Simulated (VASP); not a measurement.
# Ru (P6_3/mmc) in VASP: a series of runs, part 2 of 2

VASP 6.6.1. Earlier steps stand in the parts before.

## (3) Single point, PBEsol

This run uses another cell than the first one, of 11.05 Å³/atom, 1.008 times its volume.

Contents of INCAR:

```
ALGO     = Normal         # electronic algorithm
EDIFF    = 1E-6           # SCF threshold, eV
ENCUT    = 520            # plane-wave cutoff, eV
GGA      = PS             # functional
ISIF     = 2              # what is computed and relaxed
ISMEAR   = 0              # smearing method
LASPH    = T              # aspherical terms in the spheres
LCHARG   = T              # write CHGCAR
LELF     = T              # ELF
LREAL    = F              # projectors in reciprocal space
LVHAR    = T            
LWAVE    = F              # write WAVECAR
NBANDS   = 21             # bands
NELM     = 60             # most SCF steps
PREC     = Accurate       # precision mode
SIGMA    = 0.15           # smearing width, eV
```

Contents of KPOINTS:

```
k-points
0
Gamma
  18 18 10
```

Contents of POSCAR:

```
Ru
1.0
    2.5767000000      0.0000000000      0.0000000000
   -1.2883500000      2.2314876579      0.0000000000
    0.0000000000      0.0000000000      3.8442000000
Ru
2
Direct
    0.3333333333      0.6666666667      0.2500000000
    0.6666666667      0.3333333333      0.7500000000
```

Potentials or basis: VASP PAW PBE potentials, release 64 (Ru_pv).

Command:

```console
> cat potpaw_PBE.64/Ru_pv/POTCAR > POTCAR
> mpirun -np 1 vasp_std > vasp.out
```

OUTCAR:

```text
EDIFF = 1E-6
   ENCUT = 520
   GGA = PS
   ISIF = 2
   ISMEAR = 0
   LASPH = T
   LREAL = F
   NELM = 60
   PREC = Accurate

 ion  position               nearest neighbor table
   1  0.333  0.667  0.250-   2 2.43   2 2.43   2 2.43   2 2.43   2 2.43   2 2.43
   2  0.667  0.333  0.750-   1 2.43   1 2.43   1 2.43   1 2.43   1 2.43   1 2.43

  LATTYP: Found a hexagonal cell.
 ALAT       =     2.5767000000
 C/A-ratio  =     1.4919082547

  Lattice vectors:

 A1 = (   2.5767000000,   0.0000000000,   0.0000000000)
 A2 = (  -1.2883500000,   2.2314876579,   0.0000000000)
 A3 = (   0.0000000000,   0.0000000000,   3.8442000000)

Analysis of symmetry for initial positions (statically):
=====================================================================
 Subroutine PRICEL returns:
 Original cell was already a primitive cell.

 Routine SETGRP: Setting up the symmetry group for a
 hexagonal supercell.

 Subroutine GETGRP returns: Found 24 space group operations
 (whereof 12 operations were pure point group operations)
 out of a pool of 24 trial point group operations.

The static configuration has the point symmetry D_3d.
 The point group associated with its full space group is D_6h.

Analysis of symmetry for dynamics (positions and initial velocities):
=====================================================================
 Subroutine PRICEL returns:
 Original cell was already a primitive cell.

 Routine SETGRP: Setting up the symmetry group for a
 hexagonal supercell.

 Subroutine GETGRP returns: Found 24 space group operations
 (whereof 12 operations were pure point group operations)
 out of a pool of 24 trial point group operations.

The dynamic configuration has the point symmetry D_3d.
 The point group associated with its full space group is D_6h.

 Subroutine INISYM returns: Found 24 space group operations
 (whereof 12 operations are pure point group operations),
 and found     1 'primitive' translations

----------------------------------------------------------------------------------------

                                     Primitive cell

  volume of cell :      22.1037

  direct lattice vectors                    reciprocal lattice vectors
     2.576700000  0.000000000  0.000000000     0.388093298  0.224065770  0.000000000
    -1.288350000  2.231487658  0.000000000     0.000000000  0.448131540  0.000000000
     0.000000000  0.000000000  3.844200000     0.000000000  0.000000000  0.260132147

  length of vectors
     2.576700000  2.576700000  3.844200000     0.448131540  0.448131540  0.260132147

  position of ions in fractional coordinates (direct lattice)
     0.333333333  0.666666667  0.250000000
     0.666666667  0.333333333  0.750000000

  ion indices of the primitive-cell ions
   primitive index   ion index
                 1           1
                 2           2

----------------------------------------------------------------------------------------

 KPOINTS: k-points

Automatic generation of k-mesh.
 Grid dimensions read from file:
 generate k-points for:   18   18   10

 Generating k-lattice:

  Cartesian coordinates                     Fractional coordinates (reciprocal lattice)
     0.021560739  0.012448098  0.000000000     0.055555556 -0.000000000  0.000000000
     0.000000000  0.024896197  0.000000000     0.000000000  0.055555556  0.000000000
     0.000000000  0.000000000  0.026013215     0.000000000  0.000000000  0.100000000

  Length of vectors
     0.024896197  0.024896197  0.026013215

  Shift w.r.t. Gamma in fractional coordinates (k-lattice)
     0.000000000  0.000000000  0.000000000

 Subroutine IBZKPT returns following result:
 ===========================================

 Found    222 irreducible k-points:

 Following reciprocal coordinates:
            Coordinates               Weight
  0.000000  0.000000  0.000000      1.000000
  0.055556  0.000000  0.000000      6.000000
  0.111111  0.000000  0.000000      6.000000
  0.166667  0.000000  0.000000      6.000000
  0.222222  0.000000  0.000000      6.000000
  0.277778  0.000000  0.000000      6.000000
[... 16 lines left out ...]
  0.333333  0.111111  0.000000     12.000000
  0.388889  0.111111  0.000000     12.000000
 [... further k-points ...]
   k-points           NKPTS =    222   k-points in BZ     NKDIM =    222   number of bands    NBANDS=     21
   number of dos      NEDOS =    301   number of ions     NIONS =      2
   total plane-waves  NPLWV =  12000
   dimension x,y,z NGX =    20 NGY =   20 NGZ =   30
   dimension x,y,z NGXF=    40 NGYF=   40 NGZF=   60
   ions per type =               2
   NGX,Y,Z   is equivalent  to a cutoff of  12.90, 12.90, 12.97 a.u.
   NGXF,Y,Z  is equivalent  to a cutoff of  25.81, 25.81, 25.95 a.u.
 SYSTEM =  unknown system
   PREC   = accura    normal or accurate (medium, high low for compatibility)
   ISTART =      0    job   : 0-new  1-cont  2-samecut
   ICHARG =      2    charge: 1-file 2-atom 10-const
   ISPIN  =      1    spin polarized calculation?
   LNONCOLLINEAR =      F non collinear calculations
   LSORBIT =      F    spin-orbit coupling
   LASPH  =      T    aspherical Exc in radial PAW
   ENCUT  =  520.0 eV  38.22 Ry    6.18 a.u.   4.79  4.79  7.15*2*pi/ulx,y,z
   NELM   =     60;   NELMIN=  2; NELMDL= -5     # of ELM steps
   EDIFF  = 0.1E-05   stopping-criterion for ELM
   LREAL  =      F    real-space projection
   EDIFFG = 0.1E-04   stopping-criterion for IOM
   NSW    =      0    number of steps for IOM
   IBRION =     -1    ionic relax: 0-MD 1-quasi-New 2-CG
   NFREE  =      0    steps in history (QN), initial steepest desc. (CG)
   ISIF   =      2    stress and relaxation
   ISYM   =      2    0-nonsym 1-usesym 2-fastsym
   POTIM  = 0.5000    time-step for ionic-motion
   TEBEG  =    0.0;   TEEND  =   0.0 temperature during run
   PSTRESS=    0.0 pullay stress
   NELECT =      28.0000    total number of electrons
   NUPDOWN=      -1.0000    fix difference up-down
   EMIN   =  10.00;   EMAX   =-10.00  energy-range for DOS
   EFERMI =   0.00;   METHOD = LEGACY
   ISMEAR =     0;   SIGMA  =   0.15  broadening in eV -4-tet -1-fermi 0-gaus
   EFERMI_NEDOS =   21; number of points for ismear=-14 and -15
   IALGO  =     38    algorithm
   IMIX   =      4    mixing-type and parameters
     AMIX     =   0.40;   BMIX     =  1.00
     AMIX_MAG =   1.60;   BMIX_MAG =  1.00
  volume/ion in A,a.u.               =      11.05        74.58
  Fermi-wavevector in a.u.,A,eV,Ry     =   1.771357  3.347379 42.691071  3.137705
  Thomas-Fermi vector in A             =   2.837964
   LORBIT       =      0    0 simple, 1 ext, 2 COOP (PROOUT), +10 PAW based schemes
   GGA     = PS    functional components
   LHFCALC =     F    Hartree Fock is set to
   AEXX    =    0.0000 exact exchange contribution
   IVDW    =     0    specifies the selected vdW correction
   LEPSILON=     F    determine dielectric tensor
   LRPA    =     F    only Hartree local field effects (RPA)
 non-spin polarized calculation
 Gauss-broadening in eV      SIGMA  =   0.15
  energy-cutoff  :      520.00
  volume of cell :       22.10
 maximum number of plane-waves:       618
 NGX is ok and might be reduce to    20
   NGX =  9   NGY =  9   NGZ = 15

 number of electron      28.0000009 magnetization

 Free energy of the ion-electron system (eV)
  ---------------------------------------------------
  ext. energy  EPLUGINS =         0.00000000
  ---------------------------------------------------
  free energy    TOTEN  =       -18.97838382 eV

  energy without entropy =      -18.96370946  energy(sigma->0) =      -18.97104664

 E-fermi :  16.8811     XC(G=0): -15.5839

 val. band max:       16.8799353522   @ k =   0.2778   0.0000   0.0000
 cond. band min:      16.8893024691   @ k =   0.3333   0.0000   0.2000
 fundamental gap:      0.0093671169
 Fermi energy:        16.8811019487

 k-point     1 :       0.0000    0.0000    0.0000
  band No.  band energies     occupation
      1     -27.9206      2.00000
      2     -26.1154      2.00000
      3     -26.1154      2.00000
      4     -25.6933      2.00000
      5     -25.6933      2.00000
      6     -25.4772      2.00000
[... 13 lines left out ...]
     20      26.9680      0.00000
     21      30.5946      0.00000

 k-point     2 :       0.0556    0.0000    0.0000
  band No.  band energies     occupation
      1     -27.9004      2.00000
      2     -26.1535      2.00000
      3     -26.1301      2.00000
      4     -25.7338      2.00000
      5     -25.6963      2.00000
      6     -25.4897      2.00000
[... 520 lines left out ...]
 k-point    24 :       0.3889    0.1111    0.0000
  band No.  band energies     occupation
      1     -27.2947      2.00000
      2     -26.9673      2.00000
      3     -26.8481      2.00000
      4     -26.5851      2.00000
      5     -26.1672      2.00000
      6     -25.9326      2.00000
[... 13 lines left out ...]
     20      26.9675      0.00000
     21      29.8484      0.00000

 [... further k-points ...]
[... 5 lines left out ...]
  --------------------------------------------------------------------------------------
  -------------------------------------------------------------------------------------
  Total       11.9306058     11.9306058     19.5733029      0.0000000     -0.0000000      0.0000000
  in kB      864.7862175    864.7862175   1418.7647161      0.0000000     -0.0000000      0.0000000
  external PRESSURE =    1049.4457171 kB  Pullay stress =       0.0000000 kB

 VOLUME and BASIS-vectors are now :
 -----------------------------------------------------------------------------
  energy-cutoff  :      520.00
  volume of cell :       22.10
      direct lattice vectors                 reciprocal lattice vectors
     2.576700000  0.000000000  0.000000000     0.388093298  0.224065770  0.000000000
    -1.288350000  2.231487658  0.000000000     0.000000000  0.448131540  0.000000000
     0.000000000  0.000000000  3.844200000     0.000000000  0.000000000  0.260132147

 POSITION                                       TOTAL-FORCE (eV/Angst)
 -----------------------------------------------------------------------------------
     -0.00000      1.48766      0.96105        -0.000000     -0.000000      0.000000
      1.28835      0.74383      2.88315         0.000000      0.000000      0.000000
 -----------------------------------------------------------------------------------
    total drift:                               -0.000000      0.000000     -0.000000

  FREE ENERGIE OF THE ION-ELECTRON SYSTEM (eV)
  ---------------------------------------------------
  free  energy   TOTEN  =       -18.9783838236 eV

  energy  without entropy=      -18.9637094635  energy(sigma->0) =      -18.97104664
```

Wall time 46 s (1 thread of AMD EPYC 9R14 (Zen 4), shared host); peak memory 0.16 GiB.

What came out:

```
Free energy            : -18.9784 eV
Pressure               : 104.9 GPa
Band gap on the k mesh : zero (band 14 reaches 18.79 eV, above the bottom of band 15 at 14.35 eV)
```

Levels at points of the mesh, in eV from the Fermi level:
| k point | band 12 | band 13 | band 14 | band 15 | band 16 | band 17 |
| --- | --- | --- | --- | --- | --- | --- |
| (0.00, 0.00, 0.00) | -2.56 | -2.56 | -2.53 | -2.53 | 1.52 | 1.52 |
| (0.50, 0.00, 0.00) | -2.19 | -1.59 | 1.49 | 2.28 | 3.04 | 5.18 |
| (0.00, 0.00, 0.50) | -4.13 | -2.95 | -2.95 | 0.86 | 0.86 | 0.86 |
| (0.50, 0.00, 0.50) | -1.78 | 0.58 | 0.58 | 1.99 | 1.99 | 4.22 |

Caveat: the PAW data sets were made with another functional, which shifts forces and pressure a little.

## (4) Single point, PBEsol

This run uses another cell than the first one, of 11.02 Å³/atom, 1.004 times its volume.

Contents of INCAR:

```
ALGO = Normal ; EDIFF = 1E-6
ENCUT = 520 ; GGA = PS
ISIF = 2 ; ISMEAR = 0
LASPH = T ; LCHARG = T
LELF = T ; LREAL = F
LVHAR = T ; LWAVE = F
NBANDS = 21 ; NELM = 100
PREC = Accurate ; SIGMA = 0.15
```

KPOINTS is that of step 3.

Contents of POSCAR:

```
Ru
1.0
    2.5391000000      0.0000000000      0.0000000000
   -1.2695500000      2.1989251028      0.0000000000
    0.0000000000      0.0000000000      3.9462000000
Ru
2
Direct
    0.3333333333      0.6666666667      0.2500000000
    0.6666666667      0.3333333333      0.7500000000
```

Command:

```console
> cat potpaw_PBE.64/Ru_pv/POTCAR > POTCAR
> mpirun -np 1 vasp_std > vasp.out
```

It took 43 s on 1 thread of AMD EPYC 9R14 (Zen 4), shared host; peak memory 0.16 GiB.

The run converged. Its results:

| Property | Result |
| --- | --- |
| Free energy | -19.0779 eV |
| Pressure | 104.6 GPa |
| Band gap on the k mesh | zero (band 14 reaches 18.96 eV, above the bottom of band 15 at 14.68 eV) |

Stress tensor (GPa, compression positive):
```
 97.41   0.00   0.00
  0.00  97.41   0.00
  0.00   0.00 118.89
```

Levels at points of the mesh, in eV from the Fermi level:
```
           k point  band 10  band 11  band 12  band 13  band 14  band 15  band 16  band 17  band 18  band 19
(0.00, 0.00, 0.00)    -3.62    -3.09    -2.59    -2.59    -2.09    -2.09     1.59     1.59     1.93    10.11
(0.50, 0.00, 0.00)    -4.30    -2.53    -2.17    -1.85     1.89     2.54     2.85     5.39     7.82    10.11
(0.00, 0.00, 0.50)    -3.88    -3.88    -3.88    -3.24    -3.24     0.82     0.82     0.82     0.82    10.11
(0.50, 0.00, 0.50)    -6.08    -1.55    -1.55     0.65     0.65     2.29     2.29     4.37     4.37    10.11
```

Caveat: the PAW data sets were made with another functional, which shifts forces and pressure a little.

## (5) Single point, PBEsol

This run uses another cell than the first one, of 11.08 Å³/atom, 1.010 times its volume.

Contents of INCAR:

```
ALGO = Normal ; EDIFF = 1E-6
ENCUT = 520 ; GGA = PS
ISIF = 2 ; ISMEAR = 0
LASPH = True ; LCHARG = False
LREAL = False ; LWAVE = False
NBANDS = 21 ; NELM = 60
PREC = Accurate ; SIGMA = 0.15
```

KPOINTS is that of step 4.

Contents of POSCAR:

```
Ru
1.0
    2.6144000000      0.0000000000      0.0000000000
   -1.3072000000      2.2641368157      0.0000000000
    0.0000000000      0.0000000000      3.7421000000
Ru
2
Direct
    0.3333333333      0.6666666667      0.2500000000
    0.6666666667      0.3333333333      0.7500000000
```

Command:

```console
> cat potpaw_PBE.64/Ru_pv/POTCAR > POTCAR
> mpirun -np 1 vasp_std > vasp.out
```

It took 40 s on 1 thread of AMD EPYC 9R14 (Zen 4), shared host; peak memory 0.16 GiB.

It converged, with:

| Property | Result |
| --- | --- |
| Free energy | -18.7374 eV |
| Pressure | 108.1 GPa |
| Band gap on the k mesh | zero (band 14 reaches 18.67 eV, above the bottom of band 15 at 14.64 eV) |

Stress tensor (GPa, compression positive):
```
 79.27   0.00   0.00
  0.00  79.27   0.00
  0.00   0.00 165.61
```

Levels at points of the mesh, in eV from the Fermi level:
| k point | band 11 | band 12 | band 13 | band 14 | band 15 | band 16 | band 17 | band 18 |
| --- | --- | --- | --- | --- | --- | --- | --- | --- |
| (0.00, 0.00, 0.00) | -2.97 | -2.97 | -2.54 | -2.54 | -2.13 | 1.45 | 1.45 | 3.07 |
| (0.50, 0.00, 0.00) | -2.57 | -1.87 | -1.32 | 1.09 | 2.04 | 3.22 | 4.95 | 7.34 |
| (0.00, 0.00, 0.50) | -4.43 | -4.43 | -2.66 | -2.66 | 0.94 | 0.94 | 0.94 | 0.94 |
| (0.50, 0.00, 0.50) | -2.01 | -2.01 | 0.50 | 0.50 | 1.71 | 1.71 | 4.04 | 4.04 |

Caveat: the PAW data sets were made with another functional, which shifts forces and pressure a little.

## (6) The runs side by side

| cell | gap on the mesh (eV) | pressure (GPa) |
| --- | --- | --- |
| a = 2.501, b = 2.501, c = 4.048 Å, angles 90.0, 90.0, 120.0°, 2 atoms | none | 107.2 |
| a = 2.577, b = 2.577, c = 3.844 Å, angles 90.0, 90.0, 120.0°, 2 atoms | none | 104.9 |
| a = 2.539, b = 2.539, c = 3.946 Å, angles 90.0, 90.0, 120.0°, 2 atoms | none | 104.6 |
| a = 2.614, b = 2.614, c = 3.742 Å, angles 90.0, 90.0, 120.0°, 2 atoms | none | 108.1 |

Alike in all rows: task single point; level PBEsol; potentials or basis VASP PAW PBE potentials, release 64 (Ru_pv); no spin polarisation; k mesh 18 × 18 × 10; cutoff (eV) 520; smearing gaussian 0.15 eV.

Caveats: the PAW data sets were made with another functional, which shifts forces and pressure a little.

Absolute energies hang on the potentials; compare differences alone.
